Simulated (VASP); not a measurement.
MgSe3:

```xyz
8
Lattice="6.7044 0.0000 0.0000 -3.3522 5.8062 0.0000 0.0000 0.0000 3.4723" Properties=species:S:1:pos:R:3 pbc="T T T"
Mg    0.0000    3.8708    1.7361
Mg    3.3522    1.9354    1.7361
Se    1.1174    1.9354    0.6361
Se   -2.2348    3.8708    0.6361
Se    4.4696    0.0000    0.6361
Se   -1.1174    1.9354    2.8361
Se    2.2348    3.8708    2.8361
Se    2.2348    0.0000    2.8361
```

| Quantity | Value |
| --- | --- |
| Program | VASP 6.6.1 |
| Task | relaxation of cell and atoms |
| Functional | PBE |
| Potentials or basis | VASP PAW PBE potentials, release 64 (Mg, Se) |
| Cutoff | 600 eV |
| k mesh | 3 × 3 × 6 |
| Occupations | gaussian, width 0.1 eV |
| Spin | no spin polarisation |

At the start: pressure 33.8 GPa; volume 16.90 Å³/atom.

Task: Where does the relaxation end?

Result: Over 29 steps the energy falls by 934.5 meV/atom and the volume is 31.37 Å³/atom (+85.7 %); space group P-31m (No. 162, to 0.1 Å) before and after.

The path:
| step | energy change (eV) | largest force (eV/Å) | pressure (GPa) | volume (Å³) |
| --- | --- | --- | --- | --- |
| 1 | 0.0000 | 1.1476 | 33.79 | 135.17 |
| 2 | -3.4500 | 0.7351 | -6.04 | 217.48 |
| 3 | -4.1705 | 0.6726 | 0.18 | 184.60 |
| 4 | -4.1710 | 0.6734 | -0.14 | 185.69 |
| 5 | -4.3411 | 0.6416 | -0.05 | 186.70 |
| 6 | -4.7689 | 0.4525 | 0.40 | 189.41 |
| 7 | -4.4062 | 1.0756 | 3.77 | 193.54 |
| 8 | -4.8384 | 0.4612 | 1.05 | 190.83 |
| 9 | -4.9863 | 0.6167 | -0.28 | 199.80 |
| 10 | -5.3538 | 1.4376 | -2.88 | 227.90 |
| 11 | -5.3031 | 1.4073 | -5.34 | 289.70 |
| 12 | -5.6064 | 1.7787 | -3.48 | 239.37 |
| 13 | -5.6992 | 1.6524 | -4.63 | 263.92 |
| 14 | -5.6968 | 1.7812 | -3.90 | 246.89 |
| 15 | -5.7138 | 1.7763 | -3.93 | 247.76 |
| 16 | -5.7609 | 1.7576 | -4.04 | 250.37 |
| 17 | -5.8357 | 1.7026 | -4.22 | 255.63 |
| 18 | -5.9027 | 1.5496 | -4.51 | 266.31 |
| 19 | -6.0145 | 1.5174 | -4.37 | 265.67 |
| 20 | -6.3338 | 1.3880 | -3.91 | 263.74 |
| 21 | -6.8633 | 0.9375 | -2.73 | 259.90 |
| 22 | -7.0653 | 1.1649 | 1.36 | 252.27 |
| 23 | -7.1668 | 0.0453 | -0.81 | 255.66 |
| 24 | -7.1760 | 0.1730 | -0.43 | 254.98 |
| 25 | -7.2247 | 0.1783 | -0.37 | 254.56 |
| 26 | -7.3511 | 0.1776 | -0.19 | 253.23 |
| 27 | -7.4732 | 0.1236 | 0.24 | 250.22 |
| 28 | -7.4741 | 0.1144 | 0.29 | 249.88 |
| 29 | -7.4762 | 0.0148 | -0.01 | 250.98 |

Final structure:
```
Mg Se
1.0
     7.85868    0.00000    0.00000
    -3.92934    6.80582    0.00000
     0.00000    0.00000    4.69249
Mg Se
2 6
Direct
  0.33333 0.66667 0.50000
  0.66667 0.33333 0.50000
  0.41353 0.41353 0.20470
  0.00000 0.58647 0.20470
  0.58647 0.00000 0.20470
  0.00000 0.41353 0.79530
  0.58647 0.58647 0.79530
  0.41353 0.00000 0.79530
```

Caveat: the k points lie up to 0.31 Å⁻¹ apart in the final cell, too coarse for converged energies and pressures of a metal; the volume moved by over 15 % at a fixed basis, so the end points are rough.
